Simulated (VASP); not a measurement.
# InO5 (P6/mmm) in VASP: single point with PBE

Aim: the single point of InO5 with PBE.

Everything below comes from runs of VASP 6.6.1. Logs are shortened: lines on timing, memory, paths and dates and some standing lists are left out, and cuts for length are marked.

## Step 1: The cell of the first run

The structure is hexagonal, space group P6/mmm (No. 191). Conventional cell: a = 4.668 Å, b = 4.668 Å, c = 3.892 Å, α = 90.00°, β = 90.00°, γ = 120.00°. In (site symmetry 6/mmm) has 18 O at 2.70 to 3.04 Å within 3.6 Å. Within 3.1 Å of O (site symmetry mmm) lie 8 O at 2.33 to 2.37 Å and 4 In at 3.04 Å. O (site symmetry -6m2) has 9 O at 2.37 to 2.70 Å and 3 In at 2.70 Å within 3.1 Å.

## Step 2: Single point, PBE

File INCAR:

```
SYSTEM = InO5
  ALGO = Normal
  EDIFF = 1E-7
  ENCUT = 520
  GGA = PE
  ISIF = 2
  ISMEAR = 0
  LASPH = .TRUE.
  LCHARG = .FALSE.
  LREAL = .FALSE.
  LWAVE = .FALSE.
  NBANDS = 30
  NELM = 100
  PREC = Accurate
  SIGMA = 0.1
```

File KPOINTS:

```
k-points
0
G
  6 6 4
  0 0 0
```

File POSCAR:

```
InO5
1.0
    4.6683712200      0.0000000000      0.0000000000
   -2.3341856100      4.0429280700      0.0000000000
    0.0000000000      0.0000000000      3.8919082600
In O
1 5
Direct
    0.0000000000      0.0000000000      0.0000000000
    0.5000000000      0.0000000000      0.5000000000
    0.5000000000      0.5000000000      0.5000000000
    0.0000000000      0.5000000000      0.5000000000
    0.3333333300      0.6666666700      0.0000000000
    0.6666666700      0.3333333300      0.0000000000
```

Potentials or basis: VASP PAW PBE potentials, release 64 (In_d, O).

Started as:

```sh
$ cat potpaw_PBE.64/In_d/POTCAR potpaw_PBE.64/O/POTCAR > POTCAR
$ mpirun -np 1 vasp_std > vasp.out
```

OUTCAR:

```text
SYSTEM = InO5
   EDIFF = 1E-7
   ENCUT = 520
   GGA = PE
   ISIF = 2
   ISMEAR = 0
   LASPH = .TRUE.
   LREAL = .FALSE.
   NELM = 100
   PREC = Accurate

 ion  position               nearest neighbor table
   1  0.000  0.000  0.000-   5 2.70   6 2.70   5 2.70   6 2.70   6 2.70   5 2.70
   2  0.500  0.000  0.500-
   3  0.500  0.500  0.500-
   4  0.000  0.500  0.500-
   5  0.333  0.667  0.000-   1 2.70   1 2.70   1 2.70
   6  0.667  0.333  0.000-   1 2.70   1 2.70   1 2.70

  LATTYP: Found a hexagonal cell.
 ALAT       =     4.6683712200
 C/A-ratio  =     0.8336758318

  Lattice vectors:

 A1 = (   4.6683712200,   0.0000000000,   0.0000000000)
 A2 = (  -2.3341856100,   4.0429280700,   0.0000000000)
 A3 = (   0.0000000000,   0.0000000000,   3.8919082600)

Analysis of symmetry for initial positions (statically):
=====================================================================
 Subroutine PRICEL returns:
 Original cell was already a primitive cell.

 Routine SETGRP: Setting up the symmetry group for a
 hexagonal supercell.

 Subroutine GETGRP returns: Found 24 space group operations
 (whereof 24 operations were pure point group operations)
 out of a pool of 24 trial point group operations.

The static configuration has the point symmetry D_6h.

Analysis of symmetry for dynamics (positions and initial velocities):
=====================================================================
 Subroutine PRICEL returns:
 Original cell was already a primitive cell.

 Routine SETGRP: Setting up the symmetry group for a
 hexagonal supercell.

 Subroutine GETGRP returns: Found 24 space group operations
 (whereof 24 operations were pure point group operations)
 out of a pool of 24 trial point group operations.

The dynamic configuration has the point symmetry D_6h.

 Subroutine INISYM returns: Found 24 space group operations
 (whereof 24 operations are pure point group operations),
 and found     1 'primitive' translations

----------------------------------------------------------------------------------------

                                     Primitive cell

  volume of cell :      73.4554

  direct lattice vectors                    reciprocal lattice vectors
     4.668371220  0.000000000  0.000000000     0.214207473  0.123672742  0.000000000
    -2.334185610  4.042928070  0.000000000     0.000000000  0.247345484  0.000000000
[... 90 lines left out ...]
   LREAL  =      F    real-space projection
   EDIFFG = 0.1E-05   stopping-criterion for IOM
   NSW    =      0    number of steps for IOM
   IBRION =     -1    ionic relax: 0-MD 1-quasi-New 2-CG
   NFREE  =      0    steps in history (QN), initial steepest desc. (CG)
   ISIF   =      2    stress and relaxation
   ISYM   =      2    0-nonsym 1-usesym 2-fastsym
   POTIM  = 0.5000    time-step for ionic-motion
   TEBEG  =    0.0;   TEEND  =   0.0 temperature during run
   PSTRESS=    0.0 pullay stress
   NELECT =      43.0000    total number of electrons
   NUPDOWN=      -1.0000    fix difference up-down
   EMIN   =  10.00;   EMAX   =-10.00  energy-range for DOS
   EFERMI =   0.00;   METHOD = LEGACY
   ISMEAR =     0;   SIGMA  =   0.10  broadening in eV -4-tet -1-fermi 0-gaus
   EFERMI_NEDOS =   21; number of points for ismear=-14 and -15
   IALGO  =     38    algorithm
   IMIX   =      4    mixing-type and parameters
     AMIX     =   0.40;   BMIX     =  1.00
     AMIX_MAG =   1.60;   BMIX_MAG =  1.00
  volume/ion in A,a.u.               =      12.24        82.62
  Fermi-wavevector in a.u.,A,eV,Ry     =   1.369482  2.587946 25.517466  1.875481
  Thomas-Fermi vector in A             =   2.495353
   LORBIT       =      0    0 simple, 1 ext, 2 COOP (PROOUT), +10 PAW based schemes
   GGA     = PE    functional components
   LHFCALC =     F    Hartree Fock is set to
   AEXX    =    0.0000 exact exchange contribution
   IVDW    =     0    specifies the selected vdW correction
   LEPSILON=     F    determine dielectric tensor
   LRPA    =     F    only Hartree local field effects (RPA)
 non-spin polarized calculation
 Gauss-broadening in eV      SIGMA  =   0.10
  energy-cutoff  :      520.00
  volume of cell :       73.46
 maximum number of plane-waves:      1989
 NGX is ok and might be reduce to    36
   NGX = 17   NGY = 17   NGZ = 15

 number of electron      42.9999996 magnetization

 Free energy of the ion-electron system (eV)
  ---------------------------------------------------
  ext. energy  EPLUGINS =         0.00000000
  ---------------------------------------------------
  free energy    TOTEN  =       -18.97719489 eV

  energy without entropy =      -18.94962668  energy(sigma->0) =      -18.96341079

 E-fermi :   2.4082     XC(G=0): -10.6527

 val. band max:        2.3957804992   @ k =   0.1667   0.1667   0.0000
 cond. band min:       2.4163826553   @ k =   0.1667   0.1667   0.2500
 fundamental gap:      0.0206021561
 Fermi energy:         2.4081556686

 k-point     1 :       0.0000    0.0000    0.0000
  band No.  band energies     occupation
      1     -16.3934      2.00000
      2     -13.6772      2.00000
      3     -13.5314      2.00000
      4     -13.5314      2.00000
      5     -13.4190      2.00000
      6     -11.4358      2.00000
[... 682 lines left out ...]
     29      10.3259      0.00000
     30      15.8523      0.00000

------------------------ aborting loop because EDIFF is reached ----------------------------------------

  FORCE on cell =-STRESS in cart. coord.  units (eV):
  Direction    XX          YY          ZZ          XY          YZ          ZX
  --------------------------------------------------------------------------------------
  -------------------------------------------------------------------------------------
  Total       -9.3641979     -9.3641979     -5.2694575      0.0000000      0.0000000     -0.0000000
  in kB     -204.2477000   -204.2476999   -114.9350530      0.0000000      0.0000000     -0.0000000
  external PRESSURE =    -174.4768176 kB  Pullay stress =       0.0000000 kB

 VOLUME and BASIS-vectors are now :
 -----------------------------------------------------------------------------
  energy-cutoff  :      520.00
  volume of cell :       73.46
      direct lattice vectors                 reciprocal lattice vectors
     4.668371220  0.000000000  0.000000000     0.214207473  0.123672742  0.000000000
    -2.334185610  4.042928070  0.000000000     0.000000000  0.247345484  0.000000000
     0.000000000  0.000000000  3.891908260     0.000000000  0.000000000  0.256943364

 POSITION                                       TOTAL-FORCE (eV/Angst)
 -----------------------------------------------------------------------------------
      0.00000      0.00000      0.00000        -0.000000      0.000000      0.000000
      2.33419      0.00000      1.94595        -0.000000      0.000000      0.000000
      1.16709      2.02146      1.94595        -0.000000      0.000000      0.000000
     -1.16709      2.02146      1.94595        -0.000000      0.000000      0.000000
     -0.00000      2.69529      0.00000         0.000000     -0.000000     -0.000000
      2.33419      1.34764      0.00000         0.000000      0.000000      0.000000
 -----------------------------------------------------------------------------------
    total drift:                               -0.000000      0.000000      0.000000

  FREE ENERGIE OF THE ION-ELECTRON SYSTEM (eV)
  ---------------------------------------------------
  free  energy   TOTEN  =       -18.9771948946 eV

  energy  without entropy=      -18.9496266800  energy(sigma->0) =      -18.96341079
```

stdout:

```text
POSCAR found type information on POSCAR InO
 POSCAR found :  2 types and       6 ions
 scaLAPACK will be used
 LDA part: xc-table for (Slater+PW92), standard interpolation
 POSCAR, INCAR and KPOINTS ok, starting setup
 FFT: planning ... GRIDC
 FFT: planning ... GRID_SOFT
 FFT: planning ... GRID
 WAVECAR not read
 entering main loop
```

Run time: 44 s. Hardware: 1 thread of Intel Xeon Platinum 8259CL at 2.50GHz (Skylake/Cascade Lake), shared host; peak memory 0.2 GiB.

What came out:

* Free energy: -18.9772 eV
* Pressure: -17.4 GPa

Caveat: the k points lie up to 0.40 Å⁻¹ apart; spin-orbit coupling is left out, which moves the levels of the heavy elements; an odd number of electrons without spin polarisation forces a metal; a magnetic or distorted state may lie lower.
